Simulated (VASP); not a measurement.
# SnSe (Pnma) in VASP: single point with PBE+D3(BJ)

Aim: the single point of SnSe with PBE+D3(BJ).

Program: VASP 6.6.1. These are calculated values, not measurements. Logs are shortened: lines on timing, memory, paths and dates and some standing lists are left out, and cuts for length are marked.

**What was measured.**

From “Linear dichroism of the optical properties of SnS and SnSe van der Waals crystals”, 2024, arxiv:2409.17412, for a bulk crystal of SnSe at 300 K: band gap 0.89 eV (indirect).

The results are compared with them further down.

## (1) The cell of the first run

Symmetry: Pnma, No. 62, orthorhombic system. The conventional cell has a = 11.482 Å, b = 4.168 Å, c = 4.386 Å, α = 90.00°, β = 90.00°, γ = 90.00°. Within 3.6 Å of Sn (site symmetry m) lie 6 Se at 2.77 to 3.43 Å and 2 Sn at 3.51 Å. Within 3.6 Å of Se (site symmetry m) lie 6 Sn at 2.77 to 3.43 Å.

## (2) Single point, PBE+D3(BJ)

Input file INCAR:

```
PREC = Accurate ; ENCUT = 520
EDIFF = 1E-7 ; ISMEAR = 0
SIGMA = 0.02 ; LREAL = False
LASPH = True ; NELM = 60
ALGO = Normal ; ISIF = 2
LWAVE = False ; LCHARG = False
GGA = PE ; IVDW = 12
NBANDS = 50
```

Input file KPOINTS:

```
Automatic mesh
0
Gamma
  4 8 8
```

Input file POSCAR:

```
SnSe
1.0
   11.4816168720      0.0000000000      0.0000000000
    0.0000000000      4.1675106229      0.0000000000
    0.0000000000      0.0000000000      4.3863231554
Sn Se
4 4
Direct
    0.1176252655      0.2500000000      0.0953416092
    0.3823747345      0.7500000000      0.5953416092
    0.6176252655      0.2500000000      0.4046583908
    0.8823747345      0.7500000000      0.9046583908
    0.3569825009      0.2500000000      0.0230334017
    0.1430174991      0.7500000000      0.5230334017
    0.8569825009      0.2500000000      0.4769665983
    0.6430174991      0.7500000000      0.9769665983
```

Potentials or basis: VASP PAW PBE potentials, release 64 (Sn_d, Se).

Command:

```bash
> cat potpaw_PBE.64/Sn_d/POTCAR potpaw_PBE.64/Se/POTCAR > POTCAR
> mpirun -np 1 vasp_std > vasp.out
```

OUTCAR:

```text
PREC = Accurate
   ENCUT = 520
   EDIFF = 1E-7
   ISMEAR = 0
   LREAL = False
   LASPH = True
   NELM = 60
   ISIF = 2
   GGA = PE
   IVDW = 12
 IVDW          = 12

 ion  position               nearest neighbor table
   1  0.118  0.250  0.095-   5 2.77   6 2.82   6 2.82   6 3.28   6 3.28   4 3.51   4 3.51
   2  0.382  0.750  0.595-   6 2.77   5 2.82   5 2.82   5 3.28   5 3.28   3 3.51   3 3.51
   3  0.618  0.250  0.405-   7 2.77   8 2.82   8 2.82   8 3.28   8 3.28   2 3.51   2 3.51
   4  0.882  0.750  0.905-   8 2.77   7 2.82   7 2.82   7 3.28   7 3.28   1 3.51   1 3.51
   5  0.357  0.250  0.023-   1 2.77   2 2.82   2 2.82   2 3.28   2 3.28
   6  0.143  0.750  0.523-   2 2.77   1 2.82   1 2.82   1 3.28   1 3.28
   7  0.857  0.250  0.477-   3 2.77   4 2.82   4 2.82   4 3.28   4 3.28
   8  0.643  0.750  0.977-   4 2.77   3 2.82   3 2.82   3 3.28   3 3.28

  LATTYP: Found a simple orthorhombic cell.
 ALAT       =     4.1675106229
 B/A-ratio  =     1.0525043731
 C/A-ratio  =     2.7550300193

  Lattice vectors:

 A1 = (   0.0000000000,   4.1675106229,   0.0000000000)
 A2 = (   0.0000000000,   0.0000000000,   4.3863231554)
 A3 = (  11.4816168720,   0.0000000000,   0.0000000000)

Analysis of symmetry for initial positions (statically):
=====================================================================
 Subroutine PRICEL returns:
 Original cell was already a primitive cell.

 Routine SETGRP: Setting up the symmetry group for a
 simple orthorhombic supercell.

 Subroutine GETGRP returns: Found  8 space group operations
 (whereof  2 operations were pure point group operations)
 out of a pool of  8 trial point group operations.

The static configuration has the point symmetry S_2 .
 The point group associated with its full space group is D_2h.

Analysis of symmetry for dynamics (positions and initial velocities):
=====================================================================
 Subroutine PRICEL returns:
 Original cell was already a primitive cell.

 Routine SETGRP: Setting up the symmetry group for a
 simple orthorhombic supercell.

 Subroutine GETGRP returns: Found  8 space group operations
 (whereof  2 operations were pure point group operations)
 out of a pool of  8 trial point group operations.

The dynamic configuration has the point symmetry S_2 .
 The point group associated with its full space group is D_2h.

 Subroutine INISYM returns: Found  8 space group operations
 (whereof  2 operations are pure point group operations),
 and found     1 'primitive' translations

----------------------------------------------------------------------------------------

                                     Primitive cell

  volume of cell :     209.8845

  direct lattice vectors                    reciprocal lattice vectors
    11.481616872  0.000000000  0.000000000     0.087095747  0.000000000  0.000000000
     0.000000000  4.167510623  0.000000000     0.000000000  0.239951398  0.000000000
     0.000000000  0.000000000  4.386323155     0.000000000  0.000000000  0.227981379

  length of vectors
    11.481616872  4.167510623  4.386323155     0.087095747  0.239951398  0.227981379

  position of ions in fractional coordinates (direct lattice)
     0.117625266  0.250000000  0.095341609
     0.382374734  0.750000000  0.595341609
     0.617625266  0.250000000  0.404658391
     0.882374734  0.750000000  0.904658391
     0.356982501  0.250000000  0.023033402
     0.143017499  0.750000000  0.523033402
     0.856982501  0.250000000  0.476966598
     0.643017499  0.750000000  0.976966598

  ion indices of the primitive-cell ions
   primitive index   ion index
                 1           1
                 2           2
                 3           3
                 4           4
                 5           5
                 6           6
                 7           7
                 8           8

----------------------------------------------------------------------------------------

 KPOINTS: Automatic mesh

Automatic generation of k-mesh.
 Grid dimensions read from file:
 generate k-points for:    4    8    8

 Generating k-lattice:

  Cartesian coordinates                     Fractional coordinates (reciprocal lattice)
     0.021773937  0.000000000  0.000000000     0.250000000  0.000000000  0.000000000
     0.000000000  0.029993925  0.000000000     0.000000000  0.125000000  0.000000000
     0.000000000  0.000000000  0.028497672     0.000000000  0.000000000  0.125000000

  Length of vectors
     0.021773937  0.029993925  0.028497672

  Shift w.r.t. Gamma in fractional coordinates (k-lattice)
     0.000000000  0.000000000  0.000000000

 Subroutine IBZKPT returns following result:
 ===========================================

 Found     75 irreducible k-points:

 Following reciprocal coordinates:
            Coordinates               Weight
  0.000000  0.000000  0.000000      1.000000
  0.250000  0.000000  0.000000      2.000000
  0.500000  0.000000  0.000000      1.000000
  0.000000  0.125000  0.000000      2.000000
  0.250000  0.125000  0.000000      4.000000
  0.500000  0.125000  0.000000      2.000000
[... 16 lines left out ...]
  0.250000  0.250000  0.125000      8.000000
  0.500000  0.250000  0.125000      4.000000
 [... further k-points ...]
   k-points           NKPTS =     75   k-points in BZ     NKDIM =     75   number of bands    NBANDS=     50
   number of dos      NEDOS =    301   number of ions     NIONS =      8
   total plane-waves  NPLWV = 103680
   dimension x,y,z NGX =    90 NGY =   32 NGZ =   36
   dimension x,y,z NGXF=   180 NGYF=   64 NGZF=   72
   ions per type =               4   4
   NGX,Y,Z   is equivalent  to a cutoff of  13.03, 12.77, 13.64 a.u.
   NGXF,Y,Z  is equivalent  to a cutoff of  26.06, 25.53, 27.29 a.u.
 SYSTEM =  unknown system
   PREC   = accura    normal or accurate (medium, high low for compatibility)
   ISTART =      0    job   : 0-new  1-cont  2-samecut
   ICHARG =      2    charge: 1-file 2-atom 10-const
   ISPIN  =      1    spin polarized calculation?
   LNONCOLLINEAR =      F non collinear calculations
   LSORBIT =      F    spin-orbit coupling
   LASPH  =      T    aspherical Exc in radial PAW
   ENCUT  =  520.0 eV  38.22 Ry    6.18 a.u.  21.35  7.75  8.16*2*pi/ulx,y,z
   NELM   =     60;   NELMIN=  2; NELMDL= -5     # of ELM steps
   EDIFF  = 0.1E-06   stopping-criterion for ELM
   LREAL  =      F    real-space projection
   EDIFFG = 0.1E-05   stopping-criterion for IOM
   NSW    =      0    number of steps for IOM
   IBRION =     -1    ionic relax: 0-MD 1-quasi-New 2-CG
   NFREE  =      0    steps in history (QN), initial steepest desc. (CG)
   ISIF   =      2    stress and relaxation
   ISYM   =      2    0-nonsym 1-usesym 2-fastsym
   POTIM  = 0.5000    time-step for ionic-motion
   TEBEG  =    0.0;   TEEND  =   0.0 temperature during run
   PSTRESS=    0.0 pullay stress
   NELECT =      80.0000    total number of electrons
   NUPDOWN=      -1.0000    fix difference up-down
   EMIN   =  10.00;   EMAX   =-10.00  energy-range for DOS
   EFERMI =   0.00;   METHOD = LEGACY
   ISMEAR =     0;   SIGMA  =   0.02  broadening in eV -4-tet -1-fermi 0-gaus
   EFERMI_NEDOS =   21; number of points for ismear=-14 and -15
   IALGO  =     38    algorithm
   IMIX   =      4    mixing-type and parameters
     AMIX     =   0.40;   BMIX     =  1.00
     AMIX_MAG =   1.60;   BMIX_MAG =  1.00
  volume/ion in A,a.u.               =      26.24       177.05
  Fermi-wavevector in a.u.,A,eV,Ry     =   1.186984  2.243074 19.169655  1.408930
  Thomas-Fermi vector in A             =   2.323145
   LORBIT       =      0    0 simple, 1 ext, 2 COOP (PROOUT), +10 PAW based schemes
   GGA     = PE    functional components
   LHFCALC =     F    Hartree Fock is set to
   AEXX    =    0.0000 exact exchange contribution
   IVDW    =    12    specifies the selected vdW correction
   LEPSILON=     F    determine dielectric tensor
   LRPA    =     F    only Hartree local field effects (RPA)
 non-spin polarized calculation
 Gauss-broadening in eV      SIGMA  =   0.02
  energy-cutoff  :      520.00
  volume of cell :      209.88
 maximum number of plane-waves:      5684
 NGX is ok and might be reduce to    90
   NGX = 43   NGY = 15   NGZ = 17

 number of electron      79.9999978 magnetization

 Free energy of the ion-electron system (eV)
  ---------------------------------------------------
  ext. energy  EPLUGINS =         0.00000000
  ---------------------------------------------------
  free energy    TOTEN  =       -32.78218098 eV

  energy without entropy =      -32.78218098  energy(sigma->0) =      -32.78218098

 E-fermi :   5.7344     XC(G=0):  -9.7951

 val. band max:        5.6522085050   @ k =   0.0000   0.0000   0.3750
 cond. band min:       6.2092305395   @ k =   0.0000   0.0000   0.0000
 fundamental gap:      0.5570220346
 Fermi energy:         5.7344356516

 k-point     1 :       0.0000    0.0000    0.0000
  band No.  band energies     occupation
      1     -15.7335      2.00000
      2     -15.7218      2.00000
      3     -15.7192      2.00000
      4     -15.7167      2.00000
      5     -15.7148      2.00000
      6     -15.7114      2.00000
[... 42 lines left out ...]
     49      10.2767      0.00000
     50      10.4238      0.00000

 k-point     2 :       0.2500    0.0000    0.0000
  band No.  band energies     occupation
      1     -15.7319      2.00000
      2     -15.7230      2.00000
      3     -15.7201      2.00000
      4     -15.7174      2.00000
      5     -15.7145      2.00000
      6     -15.7122      2.00000
[... 42 lines left out ...]
     49      10.4567      0.00000
     50      10.5812      0.00000

 k-point     3 :       0.5000    0.0000    0.0000
  band No.  band energies     occupation
      1     -15.7278      2.00000
      2     -15.7278      2.00000
      3     -15.7190      2.00000
      4     -15.7190      2.00000
      5     -15.7136      2.00000
      6     -15.7136      2.00000
[... 1102 lines left out ...]
     49       9.8759      0.00000
     50      10.3384      0.00000

 k-point    24 :       0.5000    0.2500    0.1250
  band No.  band energies     occupation
      1     -15.7226      2.00000
      2     -15.7226      2.00000
      3     -15.7166      2.00000
      4     -15.7166      2.00000
      5     -15.7129      2.00000
      6     -15.7129      2.00000
[... 42 lines left out ...]
     49       9.8133      0.00000
     50       9.8133      0.00000

 [... further k-points ...]

------------------------ aborting loop because EDIFF is reached ----------------------------------------

 Edisp (eV)   -2.94907

 E8    (eV) :    -1.3304

  FORCE on cell =-STRESS in cart. coord.  units (eV):
  Direction    XX          YY          ZZ          XY          YZ          ZX
  --------------------------------------------------------------------------------------
  -------------------------------------------------------------------------------------
  Total       0.08287     0.02930     0.00221     0.00000     0.00000     0.00000
  in kB       0.63259     0.22365     0.01685     0.00000     0.00000     0.00000
  external pressure =        0.29 kB  Pullay stress =        0.00 kB

 VOLUME and BASIS-vectors are now :
 -----------------------------------------------------------------------------
  energy-cutoff  :      520.00
  volume of cell :      209.88
      direct lattice vectors                 reciprocal lattice vectors
    11.481616872  0.000000000  0.000000000     0.087095747  0.000000000  0.000000000
     0.000000000  4.167510623  0.000000000     0.000000000  0.239951398  0.000000000
     0.000000000  0.000000000  4.386323155     0.000000000  0.000000000  0.227981379

 POSITION                                       TOTAL-FORCE (eV/Angst)
 -----------------------------------------------------------------------------------
      1.35053      1.04188      0.41820        -0.008947     -0.000000     -0.005785
      4.39028      3.12563      2.61136         0.008947      0.000000     -0.005785
      7.09134      1.04188      1.77496        -0.008947      0.000000      0.005785
     10.13109      3.12563      3.96812         0.008947      0.000000      0.005785
      4.09874      1.04188      0.10103         0.009589     -0.000000      0.004552
      1.64207      3.12563      2.29419        -0.009589     -0.000000      0.004552
      9.83954      1.04188      2.09213         0.009589      0.000000     -0.004552
      7.38288      3.12563      4.28529        -0.009589     -0.000000     -0.004552
 -----------------------------------------------------------------------------------
    total drift:                               -0.000000      0.000000      0.000000

  FREE ENERGIE OF THE ION-ELECTRON SYSTEM (eV)
  ---------------------------------------------------
  free  energy   TOTEN  =       -35.7312507773 eV

  energy  without entropy=      -35.7312507773  energy(sigma->0) =      -35.73125078
```

Wall time 14 min (1 thread of Oxide Virtual Turin-like, shared host); peak memory 0.7 GiB.

What came out:

| Property | Result |
| --- | --- |
| Free energy | -35.7313 eV |
| Pressure | 0.0 GPa |
| Largest force | 0.011 eV/Å |
| Band gap on the k mesh | 0.56 eV (least direct gap 0.83 eV) |
| Dispersion energy per atom | -0.369 eV |

Forces in eV/Å, atoms in the order of the input:
```
Sn  -0.009  0.000 -0.006
Sn   0.009  0.000 -0.006
Sn  -0.009  0.000  0.006
Sn   0.009  0.000  0.006
Se   0.010  0.000  0.005
Se  -0.010  0.000  0.005
Se   0.010  0.000 -0.005
Se  -0.010  0.000 -0.005
```

Caveat: spin-orbit coupling is left out, which moves the levels of the heavy elements.

## (3) How close it comes

Step 2. Measured gap of SnSe: 0.89 eV (indirect; 300 K; “Linear dichroism of the optical properties of SnS and SnSe van der Waals crystals”, 2024, arxiv:2409.17412). This calculation gives 0.56 eV (-0.33 eV). 2 values of this kind are on record (0.89 to 0.99 eV); this one was drawn at random. Spin-orbit coupling on Se, Sn is left out. The value is that of PBE+D3(BJ) on a finite k mesh, which can miss the band edges, without temperature or zero-point motion. Semilocal functionals fall short of measured gaps as a rule.
